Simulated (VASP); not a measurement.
Here is a VASP 6.6.1 calculation.

File INCAR:

```
ALGO = Normal
EDIFF = 1E-6
ENCUT = 520
ISIF = 2
ISMEAR = -1
LASPH = True
LCHARG = False
LREAL = False
LWAVE = False
NBANDS = 11
NELM = 80
PREC = Accurate
SIGMA = 0.1
```

KPOINTS

```
k-points
0
Gamma
  13 13 13
```

POSCAR

```
Si
1.0
   -2.2951484633      2.4149529699      1.3000063486
    2.2951484633     -2.4149529699      1.3000063486
    2.2951484633      2.4149529699     -1.3000063486
Si
2
Direct
    0.8070000000      0.0570000000      0.7500000000
    0.1930000000      0.9430000000      0.2500000000
```

Potentials or basis: VASP PAW LDA potentials, release 64 (Si).

Launch:

```console
$ cat potpaw_LDA.64/Si/POTCAR > POTCAR
$ mpirun -np 1 vasp_std > vasp.out
```

Problem. Estimate the largest force.

Solution. 0.066 eV/Å.

Problem. What does it give for the pressure?

Solution. 2.5 GPa.

Problem. Estimate the band gap on the k mesh.

Solution. Zero (band 4 reaches 12.57 eV, above the bottom of band 5 at 5.85 eV).

Stress tensor (GPa, compression positive):
```
1.85 0.00 0.00
0.00 3.53 0.00
0.00 0.00 2.24
```
